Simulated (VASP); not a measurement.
# Zn (P6_3/mmc) in VASP: relaxation of cell and atoms with PBE

Aim: the relaxation of cell and atoms of Zn with PBE.

Everything below comes from runs of VASP 6.6.1. Logs are shortened: lines on timing, memory, paths and dates and some standing lists are left out, and cuts for length are marked.

### 1 The cell of the first run

It takes space group P6_3/mmc (No. 194, hexagonal). The conventional cell has a = 2.670 Å, b = 2.670 Å, c = 4.966 Å, α = 90.00°, β = 90.00°, γ = 120.00°. Zn (site symmetry -6m2) has 12 Zn at 2.67 to 2.92 Å within 3.5 Å.

### 2 Relaxation of cell and atoms, PBE

INCAR

```
ALGO = Fast ; EDIFF = 1E-7
EDIFFG = -0.005 ; ENCUT = 600
GGA = PE ; IBRION = 2
ISIF = 3 ; ISMEAR = 0
LASPH = T ; LCHARG = F
LREAL = F ; LWAVE = F
NELM = 100 ; NSW = 100
PREC = Accurate ; SIGMA = 0.1
```

KPOINTS

```
k-points
0
Gamma
  18 18 8
```

POSCAR

```
Zn
1.0
    2.6700000000      0.0000000000      0.0000000000
   -1.3350000000      2.3122878281      0.0000000000
    0.0000000000      0.0000000000      4.9660000000
Zn
2
Direct
    0.3333333333      0.6666666667      0.2500000000
    0.6666666667      0.3333333333      0.7500000000
```

Potentials or basis: VASP PAW PBE potentials, release 64 (Zn).

Started as:

```
> cat potpaw_PBE.64/Zn/POTCAR > POTCAR
> mpirun -np 1 vasp_std > vasp.out
```

OUTCAR:

```text
EDIFF = 1E-7
   EDIFFG = -0.005
   ENCUT = 600
   GGA = PE
   IBRION = 2
   ISIF = 3
   ISMEAR = 0
   LASPH = T
   LREAL = F
   NELM = 100
   NSW = 100
   PREC = Accurate

 ion  position               nearest neighbor table
   1  0.333  0.667  0.250-   2 2.92   2 2.92   2 2.92   2 2.92   2 2.92   2 2.92
   2  0.667  0.333  0.750-   1 2.92   1 2.92   1 2.92   1 2.92   1 2.92   1 2.92

  LATTYP: Found a hexagonal cell.
 ALAT       =     2.6700000000
 C/A-ratio  =     1.8599250936

  Lattice vectors:

 A1 = (   2.6700000000,   0.0000000000,   0.0000000000)
 A2 = (  -1.3350000000,   2.3122878281,   0.0000000000)
 A3 = (   0.0000000000,   0.0000000000,   4.9660000000)

Analysis of symmetry for initial positions (statically):
=====================================================================
 Subroutine PRICEL returns:
 Original cell was already a primitive cell.

 Routine SETGRP: Setting up the symmetry group for a
 hexagonal supercell.

 Subroutine GETGRP returns: Found 24 space group operations
 (whereof 12 operations were pure point group operations)
 out of a pool of 24 trial point group operations.

The static configuration has the point symmetry D_3d.
 The point group associated with its full space group is D_6h.

Analysis of symmetry for dynamics (positions and initial velocities):
=====================================================================
 Subroutine PRICEL returns:
 Original cell was already a primitive cell.

 Routine SETGRP: Setting up the symmetry group for a
 hexagonal supercell.

 Subroutine GETGRP returns: Found 24 space group operations
 (whereof 12 operations were pure point group operations)
 out of a pool of 24 trial point group operations.

The dynamic configuration has the point symmetry D_3d.
 The point group associated with its full space group is D_6h.

 Subroutine INISYM returns: Found 24 space group operations
 (whereof 12 operations are pure point group operations),
 and found     1 'primitive' translations

----------------------------------------------------------------------------------------

                                     Primitive cell

[... 105 lines left out ...]
   ISMEAR =     0;   SIGMA  =   0.10  broadening in eV -4-tet -1-fermi 0-gaus
   EFERMI_NEDOS =   21; number of points for ismear=-14 and -15
   IALGO  =     68    algorithm
   IMIX   =      4    mixing-type and parameters
     AMIX     =   0.40;   BMIX     =  1.00
     AMIX_MAG =   1.60;   BMIX_MAG =  1.00
  volume/ion in A,a.u.               =      15.33       103.45
  Fermi-wavevector in a.u.,A,eV,Ry     =   1.508778  2.851177 30.972445  2.276410
  Thomas-Fermi vector in A             =   2.619187
   LORBIT       =      0    0 simple, 1 ext, 2 COOP (PROOUT), +10 PAW based schemes
   GGA     = PE    functional components
   LHFCALC =     F    Hartree Fock is set to
   AEXX    =    0.0000 exact exchange contribution
   IVDW    =     0    specifies the selected vdW correction
   LEPSILON=     F    determine dielectric tensor
   LRPA    =     F    only Hartree local field effects (RPA)
 conjugate gradient relaxation of ions
 non-spin polarized calculation
 RMM-DIIS sequential band-by-band and
 Gauss-broadening in eV      SIGMA  =   0.10
  energy-cutoff  :      600.00
  volume of cell :       30.66
 maximum number of plane-waves:      1064
 NGX is ok and might be reduce to    24
   NGX = 11   NGY = 11   NGZ = 19

--------------------------------------- Ionic step        1  -------------------------------------------

 number of electron      24.0000003 magnetization

 Free energy of the ion-electron system (eV)
  ---------------------------------------------------
  ext. energy  EPLUGINS =         0.00000000
  ---------------------------------------------------
  free energy    TOTEN  =        -2.21530087 eV

  energy without entropy =       -2.21271994  energy(sigma->0) =       -2.21401040

------------------------ aborting loop because EDIFF is reached ----------------------------------------

  FORCE on cell =-STRESS in cart. coord.  units (eV):
  Direction    XX          YY          ZZ          XY          YZ          ZX
  --------------------------------------------------------------------------------------
  -------------------------------------------------------------------------------------
  Total       -0.1979378     -0.1979378      0.0198040     -0.0000000      0.0000000      0.0000000
  in kB      -10.3437860    -10.3437860      1.0349118     -0.0000000      0.0000000      0.0000000
  external PRESSURE =      -6.5508867 kB  Pullay stress =       0.0000000 kB
[... 89 lines left out ...]
  FREE ENERGIE OF THE ION-ELECTRON SYSTEM (eV)
  ---------------------------------------------------
  free  energy   TOTEN  =        -2.2163997907 eV

  energy  without entropy=       -2.2137338555  energy(sigma->0) =       -2.21506682

[... ionic steps 4 to 15 ...]

--------------------------------------- Ionic step       16  -------------------------------------------

 number of electron      23.9999987 magnetization

------------------------ aborting loop because EDIFF is reached ----------------------------------------
[... 67 lines left out ...]
--------------------------------------- Ionic step       18  -------------------------------------------

 number of electron      23.9999986 magnetization

 Free energy of the ion-electron system (eV)
  ---------------------------------------------------
  ext. energy  EPLUGINS =         0.00000000
  ---------------------------------------------------
  free energy    TOTEN  =        -2.22014843 eV

  energy without entropy =       -2.21856301  energy(sigma->0) =       -2.21935572

 E-fermi :   3.0325     XC(G=0): -11.4829

 val. band max:        2.9620052920   @ k =   0.2222   0.0556   0.1250
 cond. band min:       3.0396355816   @ k =   0.0556   0.0556   0.2500
 fundamental gap:      0.0776302896
 Fermi energy:         3.0325306963

 k-point     1 :       0.0000    0.0000    0.0000
  band No.  band energies     occupation
      1      -7.2995      2.00000
      2      -5.6328      2.00000
      3      -4.9253      2.00000
      4      -4.6557      2.00000
      5      -4.6557      2.00000
      6      -4.6163      2.00000
[... 433 lines left out ...]
      3      -5.0775      2.00000
      4      -4.6757      2.00000
      5      -4.4912      2.00000
      6      -4.4899      2.00000
[... 8 lines left out ...]
     15       8.2288      0.00000
     16       9.8442      0.00000

 [... further k-points ...]
[... 5 lines left out ...]
  --------------------------------------------------------------------------------------
  -------------------------------------------------------------------------------------
  Total        0.0039115      0.0039115      0.0082422      0.0000000     -0.0000000      0.0000000
  in kB        0.2037647      0.2037647      0.4293643      0.0000000     -0.0000000      0.0000000
  external PRESSURE =       0.2789646 kB  Pullay stress =       0.0000000 kB
[... 17 lines left out ...]
  FREE ENERGIE OF THE ION-ELECTRON SYSTEM (eV)
  ---------------------------------------------------
  free  energy   TOTEN  =        -2.2201484286 eV

  energy  without entropy=       -2.2185630060  energy(sigma->0) =       -2.21935572

 reached required accuracy - stopping structural energy minimisation
```

It took 7.1 min on 1 thread of Intel Xeon Platinum 8559C (Emerald Rapids), shared host; peak memory 0.24 GiB.

Results:

- Free energy: -2.2201 eV
- Relaxed volume: 15.38 Å³/atom
- Relaxed cell: a = 2.637 Å, b = 2.637 Å, c = 5.108 Å, α = 90.00°, β = 90.00°, γ = 120.00°
- Space group after relaxing (to 0.1 Å): P6_3/mmc (No. 194)
- Energy gained by relaxing: 2.4 meV/atom
- Ionic steps: 18
- Pressure after relaxing: 0.0 GPa
- Band gap on the k mesh: zero (bands 12 and 13 overlap by 5.28 eV)

The path:
| step | energy change (eV) | largest force (eV/Å) | pressure (GPa) | volume (Å³) |
| --- | --- | --- | --- | --- |
| 1 | 0.0000 | 0.0000 | -0.66 | 30.66 |
| 2 | -0.0011 | 0.0000 | 0.13 | 30.38 |
| 3 | -0.0011 | 0.0000 | 0.59 | 30.23 |
| 4 | -0.0011 | 0.0000 | 0.43 | 30.31 |
| 5 | -0.0022 | 0.0000 | 0.49 | 30.33 |
| 6 | -0.0039 | 0.0000 | 0.86 | 30.38 |
| 7 | -0.0047 | 0.0000 | 0.35 | 30.64 |
| 8 | -0.0048 | 0.0000 | 0.01 | 30.80 |
| 9 | -0.0048 | 0.0000 | 0.09 | 30.75 |
| 10 | -0.0048 | 0.0000 | 0.10 | 30.73 |
| 11 | -0.0048 | 0.0000 | 0.13 | 30.72 |
| 12 | -0.0048 | 0.0000 | 0.11 | 30.73 |
| 13 | -0.0048 | 0.0000 | 0.04 | 30.74 |
| 14 | -0.0048 | 0.0000 | 0.04 | 30.73 |
| 15 | -0.0048 | 0.0000 | 0.06 | 30.73 |
| 16 | -0.0048 | 0.0000 | 0.07 | 30.73 |
| 17 | -0.0048 | 0.0000 | 0.07 | 30.73 |
| 18 | -0.0048 | 0.0000 | 0.03 | 30.76 |

Final structure:
```
CELL_PARAMETERS angstrom
2.63688 0.00000 0.00000
-1.31844 2.28360 0.00000
0.00000 0.00000 5.10762
ATOMIC_POSITIONS crystal
Zn 0.33333 0.66667 0.25000
Zn 0.66667 0.33333 0.75000
```

Levels at points of the mesh, in eV from the Fermi level:
```tsv
k point	band 9	band 10	band 11	band 12	band 13	band 14	band 15	band 16
(0.00, 0.00, 0.00)	-7.26	-7.10	-7.10	-3.75	-3.52	12.14	15.97	18.16
(0.50, 0.00, 0.00)	-6.89	-6.87	-2.67	-1.96	2.34	3.56	3.81	5.63
(0.00, 0.00, 0.50)	-7.17	-7.17	-7.17	-7.17	3.78	3.78	19.35	19.35
(0.50, 0.00, 0.50)	-6.88	-6.88	-1.77	-1.77	0.25	0.25	9.54	9.54
```

PBE usually gives volumes a little too large and moduli too small. Zero-point motion and thermal expansion aren't in these numbers.

The gap in the log of VASP goes by the Fermi energy; the results here count the filled bands.